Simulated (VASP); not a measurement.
# Sn (I4_1/amd) in VASP: relaxation of cell and atoms with PBE+D4

Aim: the relaxation of cell and atoms of Sn with PBE+D4.

Everything below comes from runs of VASP 6.6.1. Logs are shortened: lines on timing, memory, paths and dates and some standing lists are left out, and cuts for length are marked.

## (1) The cell of the first run

It takes space group I4_1/amd (No. 141, tetragonal). The conventional cell has a = 5.839 Å, b = 5.839 Å, c = 3.188 Å, α = 90.00°, β = 90.00°, γ = 90.00°. Sn (site symmetry -4m2) has 10 Sn at 3.03 to 3.77 Å within 4.0 Å.

## (2) Relaxation of cell and atoms, PBE+D4

INCAR

```
SYSTEM = Sn
PREC     = Accurate       ! precision mode
ENCUT    = 600            ! plane-wave cutoff, eV
EDIFF    = 1E-7           ! SCF threshold, eV
ISMEAR   = 0              ! smearing method
SIGMA    = 0.1            ! smearing width, eV
LREAL    = .FALSE.        ! projectors in reciprocal space
LASPH    = .TRUE.         ! aspherical terms in the spheres
NELM     = 100            ! most SCF steps
ALGO     = Normal         ! electronic algorithm
ISIF     = 3              ! what is computed and relaxed
LWAVE    = .FALSE.        ! write WAVECAR
LCHARG   = .FALSE.        ! write CHGCAR
GGA      = PE             ! functional
IVDW     = 13             ! dispersion correction
IBRION   = 2              ! ionic algorithm
NSW      = 80             ! ionic steps
EDIFFG   = -0.02          ! ionic threshold
```

KPOINTS

```
regular mesh
0
G
  14 14 14
  0 0 0
```

POSCAR

```
Sn
1.0
   -2.9196400000      2.9196400000      1.5938000000
    2.9196400000     -2.9196400000      1.5938000000
    2.9196400000      2.9196400000     -1.5938000000
Sn
2
Direct
    0.0000000000      0.0000000000      0.0000000000
    0.7500000000      0.2500000000      0.5000000000
```

Potentials or basis: VASP PAW PBE potentials, release 64 (Sn_d).

The run is started by

```
> cat potpaw_PBE.64/Sn_d/POTCAR > POTCAR
> mpirun -np 1 vasp_std > vasp.out
```

OUTCAR:

```text
SYSTEM = Sn
   PREC = Accurate
   ENCUT = 600
   EDIFF = 1E-7
   ISMEAR = 0
   LREAL = .FALSE.
   LASPH = .TRUE.
   NELM = 100
   ISIF = 3
   GGA = PE
   IVDW = 13
   IBRION = 2
   NSW = 80
   EDIFFG = -0.02

 ion  position               nearest neighbor table
   1  0.000  0.000  0.000-   2 3.03   2 3.03   2 3.03   2 3.03
   2  0.750  0.250  0.500-   1 3.03   1 3.03   1 3.03   1 3.03

  LATTYP: Found a body centered tetragonal cell.
 ALAT       =     5.8392800000
 C/A-ratio  =     0.5458892192

  Lattice vectors:

 A1 = (  -2.9196400000,   2.9196400000,   1.5938000000)
 A2 = (   2.9196400000,  -2.9196400000,   1.5938000000)
 A3 = (   2.9196400000,   2.9196400000,  -1.5938000000)

Analysis of symmetry for initial positions (statically):
=====================================================================
 Subroutine PRICEL returns:
 Original cell was already a primitive cell.

 Routine SETGRP: Setting up the symmetry group for a
 body centered tetragonal supercell.

 Subroutine GETGRP returns: Found 16 space group operations
 (whereof  8 operations were pure point group operations)
 out of a pool of 16 trial point group operations.

The static configuration has the point symmetry D_2d.
 The point group associated with its full space group is D_4h.

Analysis of symmetry for dynamics (positions and initial velocities):
=====================================================================
 Subroutine PRICEL returns:
 Original cell was already a primitive cell.

 Routine SETGRP: Setting up the symmetry group for a
 body centered tetragonal supercell.

 Subroutine GETGRP returns: Found 16 space group operations
 (whereof  8 operations were pure point group operations)
 out of a pool of 16 trial point group operations.

The dynamic configuration has the point symmetry D_2d.
 The point group associated with its full space group is D_4h.

 Subroutine INISYM returns: Found 16 space group operations
 (whereof  8 operations are pure point group operations),
 and found     1 'primitive' translations

----------------------------------------------------------------------------------------

                                     Primitive cell

  volume of cell :      54.3441

  direct lattice vectors                    reciprocal lattice vectors
    -2.919640000  2.919640000  1.593800000     0.000000000  0.171253990  0.313715648
     2.919640000 -2.919640000  1.593800000     0.171253990  0.000000000  0.313715648
     2.919640000  2.919640000 -1.593800000     0.171253990  0.171253990  0.000000000

  length of vectors
     4.425922943  4.425922943  4.425922943     0.357414937  0.357414937  0.242189716

  position of ions in fractional coordinates (direct lattice)
     0.000000000  0.000000000  0.000000000
     0.750000000  0.250000000  0.500000000

  ion indices of the primitive-cell ions
   primitive index   ion index
                 1           1
                 2           2

----------------------------------------------------------------------------------------

 KPOINTS: regular mesh

Automatic generation of k-mesh.
 Grid dimensions read from file:
 generate k-points for:   14   14   14

 Generating k-lattice:

  Cartesian coordinates                     Fractional coordinates (reciprocal lattice)
     0.000000000  0.012232428  0.022408261     0.071428571  0.000000000 -0.000000000
     0.012232428  0.000000000  0.022408261     0.000000000  0.071428571 -0.000000000
     0.012232428  0.012232428  0.000000000     0.000000000  0.000000000  0.071428571

  Length of vectors
     0.025529638  0.025529638  0.017299265

  Shift w.r.t. Gamma in fractional coordinates (k-lattice)
     0.000000000  0.000000000  0.000000000

 Subroutine IBZKPT returns following result:
 ===========================================

 Found    244 irreducible k-points:

 Following reciprocal coordinates:
            Coordinates               Weight
  0.000000  0.000000  0.000000      1.000000
  0.071429  0.000000  0.000000      8.000000
  0.142857 -0.000000  0.000000      8.000000
  0.214286  0.000000  0.000000      8.000000
  0.285714 -0.000000  0.000000      8.000000
  0.357143 -0.000000  0.000000      8.000000
[... 16 lines left out ...]
  0.214286  0.142857 -0.000000     16.000000
  0.285714  0.142857  0.000000     16.000000
 [... further k-points ...]
   k-points           NKPTS =    244   k-points in BZ     NKDIM =    244   number of bands    NBANDS=     18
   number of dos      NEDOS =    301   number of ions     NIONS =      2
   total plane-waves  NPLWV =  46656
   dimension x,y,z NGX =    36 NGY =   36 NGZ =   36
   dimension x,y,z NGXF=    72 NGYF=   72 NGZF=   72
   ions per type =               2
   NGX,Y,Z   is equivalent  to a cutoff of  13.52, 13.52, 13.52 a.u.
   NGXF,Y,Z  is equivalent  to a cutoff of  27.04, 27.04, 27.04 a.u.
 SYSTEM =  Sn
   PREC   = accura    normal or accurate (medium, high low for compatibility)
   ISTART =      0    job   : 0-new  1-cont  2-samecut
   ICHARG =      2    charge: 1-file 2-atom 10-const
   ISPIN  =      1    spin polarized calculation?
   LNONCOLLINEAR =      F non collinear calculations
   LSORBIT =      F    spin-orbit coupling
   LASPH  =      T    aspherical Exc in radial PAW
   ENCUT  =  600.0 eV  44.10 Ry    6.64 a.u.   8.84  8.84  8.84*2*pi/ulx,y,z
   NELM   =    100;   NELMIN=  2; NELMDL= -5     # of ELM steps
   EDIFF  = 0.1E-06   stopping-criterion for ELM
   LREAL  =      F    real-space projection
   EDIFFG = -.2E-01   stopping-criterion for IOM
   NSW    =     80    number of steps for IOM
   IBRION =      2    ionic relax: 0-MD 1-quasi-New 2-CG
   NFREE  =      1    steps in history (QN), initial steepest desc. (CG)
   ISIF   =      3    stress and relaxation
   ISYM   =      2    0-nonsym 1-usesym 2-fastsym
   POTIM  = 0.5000    time-step for ionic-motion
   TEBEG  =    0.0;   TEEND  =   0.0 temperature during run
   PSTRESS=    0.0 pullay stress
   NELECT =      28.0000    total number of electrons
   NUPDOWN=      -1.0000    fix difference up-down
   EMIN   =  10.00;   EMAX   =-10.00  energy-range for DOS
   EFERMI =   0.00;   METHOD = LEGACY
   ISMEAR =     0;   SIGMA  =   0.10  broadening in eV -4-tet -1-fermi 0-gaus
   EFERMI_NEDOS =   21; number of points for ismear=-14 and -15
   IALGO  =     38    algorithm
   IMIX   =      4    mixing-type and parameters
     AMIX     =   0.40;   BMIX     =  1.00
     AMIX_MAG =   1.60;   BMIX_MAG =  1.00
  volume/ion in A,a.u.               =      27.17       183.37
  Fermi-wavevector in a.u.,A,eV,Ry     =   1.312432  2.480136 23.435721  1.722477
  Thomas-Fermi vector in A             =   2.442824
   LORBIT       =      0    0 simple, 1 ext, 2 COOP (PROOUT), +10 PAW based schemes
   GGA     = PE    functional components
   LHFCALC =     F    Hartree Fock is set to
   AEXX    =    0.0000 exact exchange contribution
   IVDW    =    13    specifies the selected vdW correction
   LEPSILON=     F    determine dielectric tensor
   LRPA    =     F    only Hartree local field effects (RPA)
 conjugate gradient relaxation of ions
 non-spin polarized calculation
 Gauss-broadening in eV      SIGMA  =   0.10
  energy-cutoff  :      600.00
  volume of cell :       54.34
 maximum number of plane-waves:      1842
   NGX = 17   NGY = 17   NGZ = 17

 number of electron      27.9999999 magnetization

 Free energy of the ion-electron system (eV)
  ---------------------------------------------------
  ext. energy  EPLUGINS =         0.00000000
  ---------------------------------------------------
  free energy    TOTEN  =        -7.59190994 eV

  energy without entropy =       -7.58594157  energy(sigma->0) =       -7.58892576

 E-fermi :   7.9515     XC(G=0): -10.2993

 val. band max:        7.9381078479   @ k =   0.2857   0.1429   0.0000
 cond. band min:       7.9571548426   @ k =  -0.2857   0.2857   0.2143
 fundamental gap:      0.0190469947
 Fermi energy:         7.9514788847

 k-point     1 :       0.0000    0.0000    0.0000
  band No.  band energies     occupation
      1     -13.6993      2.00000
      2     -13.6110      2.00000
      3     -13.5732      2.00000
      4     -13.5563      2.00000
      5     -13.4110      2.00000
      6     -13.4110      2.00000
[... 10 lines left out ...]
     17      14.1980      0.00000
     18      14.7676      0.00000

 k-point     2 :       0.0714    0.0000    0.0000
  band No.  band energies     occupation
      1     -13.6961      2.00000
      2     -13.6009      2.00000
      3     -13.5695      2.00000
      4     -13.5445      2.00000
      5     -13.4185      2.00000
      6     -13.4175      2.00000
[... 10 lines left out ...]
     17      13.9604      0.00000
     18      14.1474      0.00000

 k-point     3 :       0.1429   -0.0000    0.0000
  band No.  band energies     occupation
      1     -13.6865      2.00000
      2     -13.5739      2.00000
      3     -13.5591      2.00000
      4     -13.5151      2.00000
      5     -13.4353      2.00000
      6     -13.4260      2.00000
[... 10 lines left out ...]
     17      12.3660      0.00000
     18      13.3476      0.00000

 k-point     4 :       0.2143    0.0000    0.0000
  band No.  band energies     occupation
      1     -13.6717      2.00000
      2     -13.5441      2.00000
      3     -13.5407      2.00000
      4     -13.4898      2.00000
      5     -13.4559      2.00000
      6     -13.4214      2.00000
[... 375 lines left out ...]
      4     -13.4732      2.00000
      5     -13.4572      2.00000
      6     -13.4463      2.00000
[... 10 lines left out ...]
     17      12.1320      0.00000
     18      12.3189      0.00000

 k-point    23 :       0.2143    0.1429   -0.0000
  band No.  band energies     occupation
      1     -13.6533      2.00000
      2     -13.5267      2.00000
      3     -13.5198      2.00000
      4     -13.4783      2.00000
      5     -13.4715      2.00000
      6     -13.4569      2.00000
[... 10 lines left out ...]
     17      11.4207      0.00000
     18      11.8288      0.00000

 k-point    24 :       0.2857    0.1429    0.0000
  band No.  band energies     occupation
      1     -13.6427      2.00000
      2     -13.5375      2.00000
      3     -13.5087      2.00000
      4     -13.5004      2.00000
      5     -13.4675      2.00000
      6     -13.4623      2.00000
[... 10 lines left out ...]
     17      10.8856      0.00000
     18      12.0768      0.00000

 [... further k-points ...]

------------------------ aborting loop because EDIFF is reached ----------------------------------------

  DFT-D4 for vdW energy calculation

  Edisp (eV):   -0.85316

  FORCE on cell =-STRESS in cart. coord.  units (eV):
  Direction    XX          YY          ZZ          XY          YZ          ZX
  --------------------------------------------------------------------------------------
  -------------------------------------------------------------------------------------
  Total      -0.01341    -0.01341    -0.01327     0.00000     0.00000     0.00000
  in kB      -0.39525    -0.39525    -0.39135     0.00000     0.00000     0.00000
  external pressure =       -0.39 kB  Pullay stress =        0.00 kB

 VOLUME and BASIS-vectors are now :
 -----------------------------------------------------------------------------
  energy-cutoff  :      600.00
  volume of cell :       54.34
      direct lattice vectors                 reciprocal lattice vectors
    -2.919640000  2.919640000  1.593800000     0.000000000  0.171253990  0.313715648
     2.919640000 -2.919640000  1.593800000     0.171253990  0.000000000  0.313715648
     2.919640000  2.919640000 -1.593800000     0.171253990  0.171253990  0.000000000

 POSITION                                       TOTAL-FORCE (eV/Angst)
 -----------------------------------------------------------------------------------
      0.00000      0.00000      0.00000        -0.000000     -0.000000      0.000000
     -0.00000      2.91964      0.79690         0.000000      0.000000     -0.000000
 -----------------------------------------------------------------------------------
    total drift:                               -0.000000      0.000000     -0.000000

  FREE ENERGIE OF THE ION-ELECTRON SYSTEM (eV)
  ---------------------------------------------------
  free  energy   TOTEN  =        -8.4450713956 eV

  energy  without entropy=       -8.4391030254  energy(sigma->0) =       -8.44208721

 reached required accuracy - stopping structural energy minimisation
```

Run time: 3.1 min. Hardware: 1 thread of Intel Xeon Platinum 8488C (Sapphire Rapids), shared host; peak memory 0.39 GiB.

What came out:

- Free energy: -8.4451 eV
- Pressure after relaxing: 0.0 GPa
- Band gap on the k mesh: zero (bands 14 and 15 overlap by 4.03 eV)
- Dispersion energy per atom: -0.427 eV

Final structure:
```cif
data_structure
_symmetry_space_group_name_H-M 'P 1'
_symmetry_Int_Tables_number 1
_cell_length_a 4.4259
_cell_length_b 4.4259
_cell_length_c 4.4259
_cell_angle_alpha 97.451
_cell_angle_beta 97.451
_cell_angle_gamma 137.787
_cell_volume 54.34
loop_
_atom_site_label
_atom_site_type_symbol
_atom_site_fract_x
_atom_site_fract_y
_atom_site_fract_z
_atom_site_occupancy
Sn1 Sn 0.00000 0.00000 0.00000 1
Sn2 Sn 0.75000 0.25000 0.50000 1
```

Caveat: spin-orbit coupling is left out, which moves the levels of the heavy elements.
